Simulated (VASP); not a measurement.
# W in VASP: a series of runs

The runs below take W through electric field gradients, with PBEsol.

Program: VASP 6.6.1. These are calculated values, not measurements. Logs are shortened: lines on timing, memory, paths and dates and some standing lists are left out, and cuts for length are marked.

## (1) The cell of the first run

It takes space group R-3m (No. 166, trigonal). Conventional cell: a = 2.842 Å, b = 2.842 Å, c = 7.173 Å, α = 90.00°, β = 90.00°, γ = 120.00°. Within 3.7 Å of W (site symmetry -3m) lie 12 W at 2.84 to 2.90 Å.

## (2) Electric field gradients, PBEsol (equal xy, yz and zx shear strains of +2 %)

File INCAR:

```
  ALGO = Normal
  EDIFF = 1E-8
  ENCUT = 520
  GGA = PS
  ISIF = 2
  ISMEAR = -1
  LASPH = True
  LCHARG = False
  LEFG = True
  LREAL = False
  LWAVE = False
  NBANDS = 13
  NELM = 80
  PREC = Accurate
  SIGMA = 0.05
```

File KPOINTS:

```
k-points
0
Gamma
  14 14 14
```

File POSCAR:

```
W
1.0
    0.0406000000      2.0503000000      2.0503000000
    2.0503000000      0.0406000000      2.0503000000
    2.0503000000      2.0503000000      0.0406000000
W
1
Direct
    0.0000000000      0.0000000000      0.0000000000
```

Potentials or basis: VASP PAW PBE potentials, release 64 (W_sv).

Run with:

```bash
$ cat potpaw_PBE.64/W_sv/POTCAR > POTCAR
$ mpirun -np 1 vasp_std > vasp.out
```

OUTCAR:

```text
EDIFF = 1E-8
   ENCUT = 520
   GGA = PS
   ISIF = 2
   ISMEAR = -1
   LASPH = True
   LREAL = False
   NELM = 80
   PREC = Accurate

 ion  position               nearest neighbor table
   1  0.000  0.000  0.000-

  LATTYP: Found a trigonal (rhomboedric) cell.
 ALAT       =     2.8998462959
 COS(alpha) =     0.5197000882

  Lattice vectors:

 A1 = (   0.0406000000,   2.0503000000,   2.0503000000)
 A2 = (   2.0503000000,   0.0406000000,   2.0503000000)
 A3 = (   2.0503000000,   2.0503000000,   0.0406000000)

Analysis of symmetry for initial positions (statically):
=====================================================================
 Subroutine PRICEL returns:
 Original cell was already a primitive cell.

 Routine SETGRP: Setting up the symmetry group for a
 trigonal (rhombohedral) supercell.

 Subroutine GETGRP returns: Found 12 space group operations
 (whereof 12 operations were pure point group operations)
 out of a pool of 12 trial point group operations.

The static configuration has the point symmetry D_3d.

Analysis of symmetry for dynamics (positions and initial velocities):
=====================================================================
 Subroutine PRICEL returns:
 Original cell was already a primitive cell.

 Routine SETGRP: Setting up the symmetry group for a
 trigonal (rhombohedral) supercell.

 Subroutine GETGRP returns: Found 12 space group operations
 (whereof 12 operations were pure point group operations)
 out of a pool of 12 trial point group operations.

The dynamic configuration has the point symmetry D_3d.

 Subroutine INISYM returns: Found 12 space group operations
 (whereof 12 operations are pure point group operations),
 and found     1 'primitive' translations

----------------------------------------------------------------------------------------

                                     Primitive cell

  volume of cell :      16.7259

  direct lattice vectors                    reciprocal lattice vectors
     0.040600000  2.050300000  2.050300000    -0.251232503  0.246354202  0.246354202
     2.050300000  0.040600000  2.050300000     0.246354202 -0.251232503  0.246354202
     2.050300000  2.050300000  0.040600000     0.246354202  0.246354202 -0.251232503

  length of vectors
     2.899846296  2.899846296  2.899846296     0.429532951  0.429532951  0.429532951
[... 124 lines left out ...]

  energy without entropy =      -13.28658456  energy(sigma->0) =      -13.29094729

 E-fermi :  10.0738     XC(G=0): -13.4506

 val. band max:       10.0612273942   @ k =   0.1429   0.1429  -0.0000
 cond. band min:      10.0754601565   @ k =  -0.4286   0.4286   0.4286
 fundamental gap:      0.0142327623
 Fermi energy:        10.0737877974

 k-point     1 :       0.0000    0.0000    0.0000
  band No.  band energies     occupation
      1     -63.6176      2.00000
      2     -27.3220      2.00000
      3     -27.2357      2.00000
      4     -27.2357      2.00000
      5       1.1560      2.00000
      6       9.1703      2.00000
      7       9.6827      1.99920
      8       9.6827      1.99920
      9      12.5653      0.00000
     10      12.5653      0.00000
     11      22.8578      0.00000
     12      27.4615      0.00000
     13      28.2177      0.00000
[... 354 lines left out ...]
  band No.  band energies     occupation
      1     -63.5585      2.00000
      2     -27.8058      2.00000
      3     -27.4499      2.00000
      4     -27.3842      2.00000
      5       3.8584      2.00000
      6       7.8454      2.00000
      7       9.7343      1.99775
      8      10.5538      0.00014
      9      12.0494      0.00000
     10      13.5398      0.00000
     11      24.6091      0.00000
     12      27.5766      0.00000
     13      29.2956      0.00000

 [... further k-points ...]

------------------------ aborting loop because EDIFF is reached ----------------------------------------

  FORCE on cell =-STRESS in cart. coord.  units (eV):
  Direction    XX          YY          ZZ          XY          YZ          ZX
  --------------------------------------------------------------------------------------
  -------------------------------------------------------------------------------------
  Total       -1.2364656     -1.2364656     -1.2364656      0.1659845      0.1659845      0.1659845
  in kB     -118.4415161   -118.4415161   -118.4415161     15.8997220     15.8997220     15.8997220
  external PRESSURE =    -118.4415161 kB  Pullay stress =       0.0000000 kB

 VOLUME and BASIS-vectors are now :
 -----------------------------------------------------------------------------
  energy-cutoff  :      520.00
  volume of cell :       16.73
      direct lattice vectors                 reciprocal lattice vectors
     0.040600000  2.050300000  2.050300000    -0.251232503  0.246354202  0.246354202
     2.050300000  0.040600000  2.050300000     0.246354202 -0.251232503  0.246354202
     2.050300000  2.050300000  0.040600000     0.246354202  0.246354202 -0.251232503

 POSITION                                       TOTAL-FORCE (eV/Angst)
 -----------------------------------------------------------------------------------
      0.00000      0.00000      0.00000         0.000000      0.000000     -0.000000
 -----------------------------------------------------------------------------------
    total drift:                                0.000000      0.000000      0.000000

  FREE ENERGIE OF THE ION-ELECTRON SYSTEM (eV)
  ---------------------------------------------------
  free  energy   TOTEN  =       -13.2953100162 eV

  energy  without entropy=      -13.2865845604  energy(sigma->0) =      -13.29094729

 Electric field gradients (V/A^2)
---------------------------------------------------------------------
 ion       V_xx      V_yy      V_zz      V_xy      V_xz      V_yz
---------------------------------------------------------------------
   1       0.000    -0.000     0.000     7.468     7.468     7.468
---------------------------------------------------------------------

 Electric field gradients after diagonalization (V/A^2)
 (convention: |V_zz| > |V_xx| > |V_yy|)
----------------------------------------------------------------------
 ion       V_xx      V_yy      V_zz     asymmetry (V_yy - V_xx)/ V_zz
----------------------------------------------------------------------
   1      -7.468    -7.468    14.937       0.000
----------------------------------------------------------------------

           NMR quadrupolar parameters

 Cq : quadrupolar parameter    Cq=e*Q*V_zz/h
 eta: asymmetry parameters     (V_yy - V_xx)/ V_zz
 Q  : nuclear electric quadrupole moment in mb (millibarn)
----------------------------------------------------------------------
 ion       Cq(MHz)       eta       Q (mb)
----------------------------------------------------------------------
   1       0.036       0.000       1.000
----------------------------------------------------------------------
```

stdout:

```text
POSCAR found type information on POSCAR W
 POSCAR found :  1 types and       1 ions
 scaLAPACK will be used
 -----------------------------------------------------------------------------
|                                                                             |
|                                                                             |
|     You enforced a specific xc type in the INCAR file but a different       |
|     I HOPE YOU KNOW WHAT YOU ARE DOING!                                     |
|                                                                             |
 -----------------------------------------------------------------------------

 LDA part: xc-table for (Slater+PW92), standard interpolation
 POSCAR, INCAR and KPOINTS ok, starting setup
 FFT: planning ... GRIDC
 FFT: planning ... GRID_SOFT
 FFT: planning ... GRID
 WAVECAR not read
 entering main loop
ion   1
```

It took 66 s on 1 thread of Intel Xeon 8259CL, shared host; peak memory 0.19 GiB.

Results:

* Free energy: -13.2953 eV
* Pressure: -11.8 GPa
* Band gap on the k mesh: zero (bands 7 and 8 overlap by 3.37 eV)
* Largest electric field gradient by atom: W +14.9 V/Å²

Levels at points of the mesh, in eV from the Fermi level:
```
           k point  band 4  band 5  band 6  band 7  band 8  band 9  band 10  band 11
(0.00, 0.00, 0.00)  -37.31   -8.92   -0.90   -0.39   -0.39    2.49     2.49    12.78
(0.50, 0.00, 0.00)  -37.48   -5.50   -1.08   -0.55    0.69    4.70     5.15    10.13
(0.50, 0.50, 0.00)  -37.69   -5.38   -4.42    2.95    4.81    5.59     5.67    11.26
(0.50, 0.50, 0.50)  -37.43   -5.58   -0.67   -0.67    0.29    4.79     4.79     9.58
```

Electric field gradients, principal values (V/Å²):
| atom | least | middle | greatest (by size) |
| --- | --- | --- | --- |
| 1 W | -7.468 | -7.468 | 14.937 |

Caveat: the cell differs from its parent crystal (equal xy, yz and zx shear strains of +2 %); the cell stands under tension; without QUAD_EFG the Cq values of the log hold for a quadrupole moment of 1 mb, not for the nuclei; the PAW data sets were made with another functional, which shifts forces and pressure a little; spin-orbit coupling is left out, which moves the levels of the heavy elements.

(Continued in part 2 of 2.)
